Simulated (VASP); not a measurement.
Wanted: the native input for a VASP 6.6.1 run.

| Item | Value |
| --- | --- |
| Task | relaxation of cell and atoms |
| Functional | PBE |
| Potentials or basis | VASP PAW PBE potentials, release 64 (Mo_sv, Ir) |
| Cutoff | 500 eV |
| k mesh | 6 × 6 × 4 |
| Occupations | gaussian, width 0.1 eV |
| Spin | no spin polarisation |
| Dipole correction | no |
| Further INCAR settings | ALGO = Normal; EDIFF = 1e-07; IBRION = 2; EDIFFG = -0.04; NSW = 90; ISIF = 3 |

The structure of Mo2Ir lies in POSCAR:

```
Mo2Ir
1.0
    3.5030162202      0.0000000000      0.0000000000
   -1.7515081101      3.0337010366      0.0000000000
    0.0000000000      0.0000000000      3.7823264836
Mo Ir
2 1
Direct
    0.3333333333      0.6666666667      0.5000000000
    0.6666666667      0.3333333333      0.5000000000
    0.0000000000      0.0000000000      0.0000000000
```

The input as run:

INCAR

```
PREC = Accurate ; ENCUT = 500
EDIFF = 1E-7 ; ISMEAR = 0
SIGMA = 0.1 ; LREAL = F
LASPH = T ; NELM = 120
ALGO = Normal ; ISIF = 3
LWAVE = F ; LCHARG = F
GGA = PE ; IBRION = 2
NSW = 90 ; EDIFFG = -0.04
GGA_COMPAT = F ; NELMIN = 4
```

KPOINTS

```
regular mesh
0
Gamma
  6 6 4
```

Potentials or basis: VASP PAW PBE potentials, release 64 (Mo_sv, Ir).

The run is started by

```sh
$ cat potpaw_PBE.64/Mo_sv/POTCAR potpaw_PBE.64/Ir/POTCAR > POTCAR
$ mpirun -np 1 vasp_std > vasp.out
```

It gave:

```
Relaxed volume                        : 15.38 Å³/atom
Relaxed cell                          : a = 4.408 Å, b = 4.408 Å, c = 2.742 Å, α = 90.00°, β = 90.00°, γ = 120.00°
Space group after relaxing (to 0.1 Å) : P6/mmm (No. 191)
Pressure after relaxing               : -0.1 GPa
Band gap on the k mesh                : zero (an odd number of electrons rules out a gap without spin polarisation)
```

Caveat: the k points lie up to 0.57 Å⁻¹ apart in the final cell, too coarse for converged energies and pressures of a metal; a cell axis changed by over 15 % at a fixed basis, so the end point is rough; spin-orbit coupling is left out, which moves the levels of the heavy elements.

It took 13 min on 1 thread of Intel Xeon 8259CL (shared host), peak memory 0.18 GiB.
